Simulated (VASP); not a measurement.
# SnO2 (P4_2/mnm) in VASP: further runs, part 2 of 2

VASP 6.6.1. Earlier steps stand in the parts before.

## 4. Relaxation of the atoms, PBE

This run uses another cell than the first one, of 11.92 Å³/atom.

File INCAR:

```
PREC = Accurate ; ENCUT = 520
EDIFF = 1E-7 ; ISMEAR = -1
SIGMA = 0.02 ; LREAL = F
LASPH = T ; NELM = 120
ALGO = Normal ; ISIF = 2
LWAVE = F ; LCHARG = F
GGA = PE ; IBRION = 2
NSW = 80 ; EDIFFG = -0.02
GGA_COMPAT = F ; NELMIN = 4
```

File KPOINTS:

```
Automatic mesh
0
Gamma
  7 7 9
```

File POSCAR:

```
SnO2
1.0
    4.7380000000      0.0000000000      0.0000000000
    0.0000000000      4.7380000000      0.0000000000
    0.0000000000      0.0000000000      3.1865000000
Sn O
2 4
Direct
    0.0000000000      0.0000000000      0.0000000000
    0.5000000000      0.5000000000      0.5000000000
    0.3071000000      0.3071000000      0.0000000000
    0.1929000000      0.8071000000      0.5000000000
    0.6929000000      0.6929000000      0.0000000000
    0.8071000000      0.1929000000      0.5000000000
```

Potentials or basis: VASP PAW PBE potentials, release 64 (Sn_d, O).

Command:

```
> cat potpaw_PBE.64/Sn_d/POTCAR potpaw_PBE.64/O/POTCAR > POTCAR
> mpirun -np 1 vasp_std > vasp.out
```

OUTCAR:

```text
PREC = Accurate
   ENCUT = 520
   EDIFF = 1E-7
   ISMEAR = -1
   LREAL = F
   LASPH = T
   NELM = 120
   ISIF = 2
   GGA = PE
   IBRION = 2
   NSW = 80
   EDIFFG = -0.02
   NELMIN = 4

 ion  position               nearest neighbor table
   1  0.000  0.000  0.000-   4 2.05   6 2.05   4 2.05   6 2.05   5 2.06   3 2.06   2 3.71   2 3.71
                             2 3.71   2 3.71   2 3.71   2 3.71   2 3.71   2 3.71
   2  0.500  0.500  0.500-   3 2.05   5 2.05   3 2.05   5 2.05   4 2.06   6 2.06   1 3.71   1 3.71
                             1 3.71   1 3.71   1 3.71   1 3.71   1 3.71   1 3.71
   3  0.307  0.307  0.000-   2 2.05   2 2.05   1 2.06
   4  0.193  0.807  0.500-   1 2.05   1 2.05   2 2.06
   5  0.693  0.693  0.000-   2 2.05   2 2.05   1 2.06
   6  0.807  0.193  0.500-   1 2.05   1 2.05   2 2.06

  LATTYP: Found a simple tetragonal cell.
 ALAT       =     4.7380000000
 C/A-ratio  =     0.6725411566

  Lattice vectors:

 A1 = (   4.7380000000,   0.0000000000,   0.0000000000)
 A2 = (   0.0000000000,   4.7380000000,   0.0000000000)
 A3 = (   0.0000000000,   0.0000000000,   3.1865000000)

Analysis of symmetry for initial positions (statically):
=====================================================================
 Subroutine PRICEL returns:
 Original cell was already a primitive cell.

 Routine SETGRP: Setting up the symmetry group for a
 simple tetragonal supercell.
[... 185 lines left out ...]
  -------------------------------------------------------------------------------------
  Total        4.7796906      4.7796906      6.2533560      0.0000000      0.0000000      0.0000000
  in kB      107.0548457    107.0548457    140.0617982      0.0000000      0.0000000      0.0000000
  external PRESSURE =     118.0571632 kB  Pullay stress =       0.0000000 kB
[... 67 lines left out ...]
--------------------------------------- Ionic step        3  -------------------------------------------

 number of electron      51.9999990 magnetization

 Free energy of the ion-electron system (eV)
  ---------------------------------------------------
  ext. energy  EPLUGINS =         0.00000000
  ---------------------------------------------------
  free energy    TOTEN  =       -37.16657900 eV

  energy without entropy =      -37.16657900  energy(sigma->0) =      -37.16657900

 E-fermi :   6.5160     XC(G=0): -11.2605

 val. band max:        6.1502068221   @ k =   0.0000   0.0000   0.0000
 cond. band min:       7.3832627735   @ k =   0.0000   0.0000   0.0000
 fundamental gap:      1.2330559514
 Fermi energy:         6.5160342418

 k-point     1 :       0.0000    0.0000    0.0000
  band No.  band energies     occupation
      1     -14.9687      2.00000
      2     -14.1646      2.00000
      3     -13.9127      2.00000
      4     -13.8842      2.00000
      5     -13.8842      2.00000
      6     -13.8245      2.00000
[... 805 lines left out ...]
     30      14.7108      0.00000
     31      15.5729      0.00000

 [... further k-points ...]

------------------------ aborting loop because EDIFF is reached ----------------------------------------

  FORCE on cell =-STRESS in cart. coord.  units (eV):
  Direction    XX          YY          ZZ          XY          YZ          ZX
  --------------------------------------------------------------------------------------
  -------------------------------------------------------------------------------------
  Total        4.7190276      4.7190276      5.8306721      0.0000000      0.0000000      0.0000000
  in kB      105.6961241    105.6961241    130.5945837      0.0000000      0.0000000      0.0000000
  external PRESSURE =     113.9956106 kB  Pullay stress =       0.0000000 kB
[... 21 lines left out ...]
  FREE ENERGIE OF THE ION-ELECTRON SYSTEM (eV)
  ---------------------------------------------------
  free  energy   TOTEN  =       -37.1665789990 eV

  energy  without entropy=      -37.1665789990  energy(sigma->0) =      -37.16657900

 reached required accuracy - stopping structural energy minimisation
```

OSZICAR:

```text
N       E                     dE             d eps       ncg     rms          rms(c)
DAV:   1     0.664642903491E+03    0.66464E+03   -0.26515E+04  3324   0.262E+03
DAV:   2     0.550062156385E+02   -0.60964E+03   -0.58907E+03  3486   0.676E+02
DAV:   3    -0.387719869638E+02   -0.93778E+02   -0.91875E+02  3576   0.225E+02
[... 25 lines left out ...]
DAV:   2    -0.371666001334E+02   -0.28323E-03   -0.30374E-03  3802   0.370E-01    0.287E-02
DAV:   3    -0.371665860019E+02    0.14132E-04   -0.45438E-05  3702   0.543E-02    0.179E-02
DAV:   4    -0.371665781912E+02    0.78107E-05   -0.28056E-05  4622   0.481E-02    0.303E-03
DAV:   5    -0.371665789741E+02   -0.78294E-06   -0.85505E-06  3387   0.199E-02    0.213E-03
DAV:   6    -0.371665789990E+02   -0.24939E-07   -0.92915E-08  2429   0.349E-03
   3 F= -.37166579E+02 E0= -.37166579E+02  d E =-.705842E-02
```

Wall time 1.8 min (1 thread of Intel Xeon Platinum 8488C (Sapphire Rapids), shared host); peak memory 0.23 GiB.

Results:

```yaml
Free_energy: -37.1666 eV
Energy_gained_by_relaxing: 1.2 meV/atom
Ionic_steps: 3
Pressure_after_relaxing: 11.4 GPa
Band_gap_on_the_k_mesh: 1.23 eV
```

Stress tensor (GPa, compression positive):
```
10.57  0.00  0.00
 0.00 10.57  0.00
 0.00  0.00 13.06
```

Step by step:
```
step  energy change (eV)  largest force (eV/Å)  pressure (GPa)
   1              0.0000                0.2944           11.81
   2             -0.0068                0.0524           11.34
   3             -0.0071                0.0000           11.40
```

Final structure:
```yaml
crystal:
  lattice:
    - [4.73800, 0.00000, 0.00000]
    - [0.00000, 4.73800, 0.00000]
    - [0.00000, 0.00000, 3.18650]
  atoms:
    - { symbol: Sn, position: [0.00000, 0.00000, 0.00000] }
    - { symbol: Sn, position: [0.50000, 0.50000, 0.50000] }
    - { symbol: O, position: [0.30530, 0.30530, 0.00000] }
    - { symbol: O, position: [0.19470, 0.80530, 0.50000] }
    - { symbol: O, position: [0.69470, 0.69470, 0.00000] }
    - { symbol: O, position: [0.80530, 0.19470, 0.50000] }
```

Levels at points of the mesh, in eV from the valence-band top:
```tsv
k point	band 24	band 25	band 26	band 27	band 28	band 29
(0.00, 0.00, 0.00)	-0.79	-0.79	0.00	1.23	6.21	6.32
```

Caveat: spin-orbit coupling is left out, which moves the levels of the heavy elements.

## 5. Relaxation of the atoms, PBE (12.40 Å³/atom)

This run uses another cell than the first one, of 12.40 Å³/atom.

File INCAR:

```
SYSTEM = SnO2
PREC = Accurate
ENCUT = 520
EDIFF = 1E-6
ISMEAR = -1
SIGMA = 0.02
LREAL = .FALSE.
LASPH = .TRUE.
NELM = 100
ALGO = Normal
ISIF = 2
LWAVE = .FALSE.
LCHARG = .FALSE.
GGA = PE
IBRION = 2
NSW = 80
EDIFFG = -0.02
```

File KPOINTS:

```
Automatic mesh
0
G
  7 7 9
  0 0 0
```

File POSCAR:

```
SnO2
1.0
    4.8003492553      0.0000000000      0.0000000000
    0.0000000000      4.8003492553      0.0000000000
    0.0000000000      0.0000000000      3.2284324403
Sn O
2 4
Direct
    0.0000000000      0.0000000000      0.0000000000
    0.5000000000      0.5000000000      0.5000000000
    0.3053957314      0.3053957314      0.0000000000
    0.1946042686      0.8053957314      0.5000000000
    0.6946042686      0.6946042686      0.0000000000
    0.8053957314      0.1946042686      0.5000000000
```

Command:

```
> cat potpaw_PBE.64/Sn_d/POTCAR potpaw_PBE.64/O/POTCAR > POTCAR
> mpirun -np 1 vasp_std > vasp.out
```

Run time: 1.7 min. Hardware: 1 thread of AMD EPYC 9R45 (Zen 5), shared host; peak memory 0.21 GiB.

The run converged. Its results:

* Free energy: -37.2978 eV
* Energy gained by relaxing: 0.2 meV/atom
* Ionic steps: 2
* Pressure after relaxing: 3.1 GPa
* Band gap on the k mesh: 0.81 eV

Forces in eV/Å, atoms in the order of the input:
```
Sn   0.000  0.000  0.000
Sn   0.000  0.000  0.000
O   -0.002 -0.002  0.000
O    0.002 -0.002  0.000
O    0.002  0.002  0.000
O   -0.002  0.002  0.000
```

Stress tensor (GPa, compression positive):
```
2.98 0.00 0.00
0.00 2.98 0.00
0.00 0.00 3.44
```

The path:
```tsv
step	energy change (eV)	largest force (eV/Å)	pressure (GPa)
1	0.0000	0.1102	2.99
2	-0.0011	0.0026	3.13
```

Final structure:
```cif
data_structure
_symmetry_space_group_name_H-M 'P 1'
_symmetry_Int_Tables_number 1
_cell_length_a 4.8003
_cell_length_b 4.8003
_cell_length_c 3.2284
_cell_angle_alpha 90.000
_cell_angle_beta 90.000
_cell_angle_gamma 90.000
_cell_volume 74.39
loop_
_atom_site_label
_atom_site_type_symbol
_atom_site_fract_x
_atom_site_fract_y
_atom_site_fract_z
_atom_site_occupancy
Sn1 Sn 0.00000 0.00000 0.00000 1
Sn2 Sn 0.50000 0.50000 0.50000 1
O1 O 0.30618 0.30618 0.00000 1
O2 O 0.19382 0.80618 0.50000 1
O3 O 0.69382 0.69382 0.00000 1
O4 O 0.80618 0.19382 0.50000 1
```

Levels at points of the mesh, in eV from the valence-band top:
```tsv
k point	band 23	band 24	band 25	band 26	band 27	band 28	band 29	band 30
(0.00, 0.00, 0.00)	-1.26	-0.75	-0.75	0.00	0.81	5.81	6.12	6.12
```

Caveat: spin-orbit coupling is left out, which moves the levels of the heavy elements.

## 6. Relaxation of the atoms, PBE (12.64 Å³/atom)

This run uses another cell than the first one, of 12.64 Å³/atom.

File INCAR:

```
SYSTEM = SnO2
ALGO = Normal
EDIFF = 1E-7
EDIFFG = -0.02
ENCUT = 520
GGA = PE
IBRION = 2
ISIF = 2
ISMEAR = -1
LASPH = .TRUE.
LCHARG = .FALSE.
LREAL = .FALSE.
LWAVE = .FALSE.
NELM = 80
NSW = 80
PREC = Accurate
SIGMA = 0.02
```

File KPOINTS:

```
k-points
0
G
  7 7 9
  0 0 0
```

POSCAR: that of step 5 with these lines changed.

```diff
@@ -2,5 +2,5 @@
 1.0
-    4.8003492553      0.0000000000      0.0000000000
-    0.0000000000      4.8003492553      0.0000000000
-    0.0000000000      0.0000000000      3.2284324403
+    4.8309255526      0.0000000000      0.0000000000
+    0.0000000000      4.8309255526      0.0000000000
+    0.0000000000      0.0000000000      3.2489962586
 Sn O
```

Potentials or basis: VASP PAW PBE potentials, release 64 (Sn_d, O).

Command:

```
> cat potpaw_PBE.64/Sn_d/POTCAR potpaw_PBE.64/O/POTCAR > POTCAR
> mpirun -np 1 vasp_std > vasp.out
```

OUTCAR:

```text
SYSTEM = SnO2
   EDIFF = 1E-7
   EDIFFG = -0.02
   ENCUT = 520
   GGA = PE
   IBRION = 2
   ISIF = 2
   ISMEAR = -1
   LASPH = .TRUE.
   LREAL = .FALSE.
   NELM = 80
   NSW = 80
   PREC = Accurate

 ion  position               nearest neighbor table
   1  0.000  0.000  0.000-   3 2.09   5 2.09   4 2.10   6 2.10   4 2.10   6 2.10
   2  0.500  0.500  0.500-   4 2.09   6 2.09   5 2.10   3 2.10   3 2.10   5 2.10
   3  0.305  0.305  0.000-   1 2.09   2 2.10   2 2.10
   4  0.195  0.805  0.500-   2 2.09   1 2.10   1 2.10
   5  0.695  0.695  0.000-   1 2.09   2 2.10   2 2.10
   6  0.805  0.195  0.500-   2 2.09   1 2.10   1 2.10

  LATTYP: Found a simple tetragonal cell.
 ALAT       =     4.8309255526
 C/A-ratio  =     0.6725411566

  Lattice vectors:

 A1 = (   4.8309255526,   0.0000000000,   0.0000000000)
 A2 = (   0.0000000000,   4.8309255526,   0.0000000000)
 A3 = (   0.0000000000,   0.0000000000,   3.2489962586)

Analysis of symmetry for initial positions (statically):
=====================================================================
 Subroutine PRICEL returns:
 Original cell was already a primitive cell.

 Routine SETGRP: Setting up the symmetry group for a
 simple tetragonal supercell.

 Subroutine GETGRP returns: Found 16 space group operations
 (whereof  8 operations were pure point group operations)
 out of a pool of 16 trial point group operations.

The static configuration has the point symmetry D_2h.
 The point group associated with its full space group is D_4h.

Analysis of symmetry for dynamics (positions and initial velocities):
=====================================================================
 Subroutine PRICEL returns:
 Original cell was already a primitive cell.

 Routine SETGRP: Setting up the symmetry group for a
[... 192 lines left out ...]
      3.89081      0.94012      1.62450         0.117245     -0.117245      0.000000
 -----------------------------------------------------------------------------------
    total drift:                                0.000000      0.000000      0.000000

  FREE ENERGIE OF THE ION-ELECTRON SYSTEM (eV)
  ---------------------------------------------------
  free  energy   TOTEN  =       -37.3090506654 eV

  energy  without entropy=      -37.3090506640  energy(sigma->0) =      -37.30905066

--------------------------------------- Ionic step        2  -------------------------------------------

 number of electron      51.9999997 magnetization

 Free energy of the ion-electron system (eV)
  ---------------------------------------------------
  ext. energy  EPLUGINS =         0.00000000
  ---------------------------------------------------
  free energy    TOTEN  =       -37.31182259 eV

  energy without entropy =      -37.31182259  energy(sigma->0) =      -37.31182259

 E-fermi :   5.7836     XC(G=0): -10.9523

 val. band max:        5.4786454128   @ k =   0.0000   0.0000   0.0000
 cond. band min:       6.0858954876   @ k =   0.0000   0.0000   0.0000
 fundamental gap:      0.6072500748
 Fermi energy:         5.7836030951

 k-point     1 :       0.0000    0.0000    0.0000
  band No.  band energies     occupation
      1     -15.5499      2.00000
      2     -14.8929      2.00000
      3     -14.7117      2.00000
      4     -14.6841      2.00000
      5     -14.6841      2.00000
      6     -14.6226      2.00000
[... 805 lines left out ...]
     30      13.6357      0.00000
     31      14.3599      0.00000

 [... further k-points ...]

------------------------ aborting loop because EDIFF is reached ----------------------------------------

  FORCE on cell =-STRESS in cart. coord.  units (eV):
  Direction    XX          YY          ZZ          XY          YZ          ZX
  --------------------------------------------------------------------------------------
  -------------------------------------------------------------------------------------
  Total       -0.0948352     -0.0948352     -0.3279384      0.0000000      0.0000000      0.0000000
  in kB       -2.0038725     -2.0038725     -6.9293568      0.0000000      0.0000000      0.0000000
  external PRESSURE =      -3.6457006 kB  Pullay stress =       0.0000000 kB

 VOLUME and BASIS-vectors are now :
 -----------------------------------------------------------------------------
  energy-cutoff  :      520.00
  volume of cell :       75.82
      direct lattice vectors                 reciprocal lattice vectors
     4.830925553  0.000000000  0.000000000     0.206999671  0.000000000  0.000000000
     0.000000000  4.830925553  0.000000000     0.000000000  0.206999671  0.000000000
     0.000000000  0.000000000  3.248996259     0.000000000  0.000000000  0.307787366

 POSITION                                       TOTAL-FORCE (eV/Angst)
 -----------------------------------------------------------------------------------
      4.83093      4.83093      3.24900         0.000000      0.000000      0.000000
      2.41546      2.41546      1.62450         0.000000      0.000000      0.000000
      1.48100      1.48100      3.24900         0.004658      0.004658     -0.000000
      0.93446      3.89646      1.62450        -0.004658      0.004658      0.000000
      3.34993      3.34993      0.00000        -0.004658     -0.004658      0.000000
      3.89646      0.93446      1.62450         0.004658     -0.004658      0.000000
 -----------------------------------------------------------------------------------
    total drift:                                0.000000      0.000000      0.000000

  FREE ENERGIE OF THE ION-ELECTRON SYSTEM (eV)
  ---------------------------------------------------
  free  energy   TOTEN  =       -37.3118225911 eV

  energy  without entropy=      -37.3118225903  energy(sigma->0) =      -37.31182259

 reached required accuracy - stopping structural energy minimisation
```

Wall time 2.9 min (1 thread of Oxide Virtual Turin-like, shared host); peak memory 0.21 GiB.

Results:

```
Free energy                  : -37.3118 eV
Energy gained by relaxing    : 0.5 meV/atom
Ionic steps                  : 2
Pressure after relaxing      : -0.4 GPa
Largest force after relaxing : 0.007 eV/Å
Band gap on the k mesh       : 0.61 eV
```

Forces on the atoms (eV/Å):
```
Sn   0.000  0.000  0.000
Sn   0.000  0.000  0.000
O    0.005  0.005  0.000
O   -0.005  0.005  0.000
O   -0.005 -0.005  0.000
O    0.005 -0.005  0.000
```

Step by step:
| step | energy change (eV) | largest force (eV/Å) | pressure (GPa) |
| --- | --- | --- | --- |
| 1 | 0.0000 | 0.1658 | -0.57 |
| 2 | -0.0028 | 0.0066 | -0.36 |

Final structure:
```
Sn O
1.0
     4.83093    0.00000    0.00000
     0.00000    4.83093    0.00000
     0.00000    0.00000    3.24900
Sn O
2 4
Direct
  0.00000 0.00000 0.00000
  0.50000 0.50000 0.50000
  0.30657 0.30657 0.00000
  0.19343 0.80657 0.50000
  0.69343 0.69343 0.00000
  0.80657 0.19343 0.50000
```

Caveat: spin-orbit coupling is left out, which moves the levels of the heavy elements.

## 7. Overview

```tsv
task	cell	cutoff (eV)	gap on the mesh (eV)	pressure (GPa)	largest force (eV/Å)
single point	a = 4.706, b = 4.706, c = 3.165 Å, 6 atoms, atomic positions A	600	1.47	16.1	0.03
single point	a = 4.800, b = 4.800, c = 3.228 Å, 6 atoms, atomic positions A	600	0.81	3.0	0.02
relaxation of the atoms	atoms relaxed from a = 4.738, b = 4.738, c = 3.187 Å, 6 atoms, atomic positions B	520	1.23	11.4	-
relaxation of the atoms	atoms relaxed from a = 4.800, b = 4.800, c = 3.228 Å, 6 atoms, atomic positions A	520	0.81	3.1	-
relaxation of the atoms	atoms relaxed from a = 4.831, b = 4.831, c = 3.249 Å, 6 atoms, atomic positions A	520	0.61	-0.4	0.01
```

Alike in all rows: level PBE; potentials or basis VASP PAW PBE potentials, release 64 (Sn_d, O); no spin polarisation; k mesh 7 × 7 × 9; smearing fermi-dirac 0.02 eV.

Caveats: spin-orbit coupling is left out, which moves the levels of the heavy elements; the cell stands under pressure (at least some runs).

Total energies depend on the potentials used, so only differences within one code and one set of settings carry meaning.
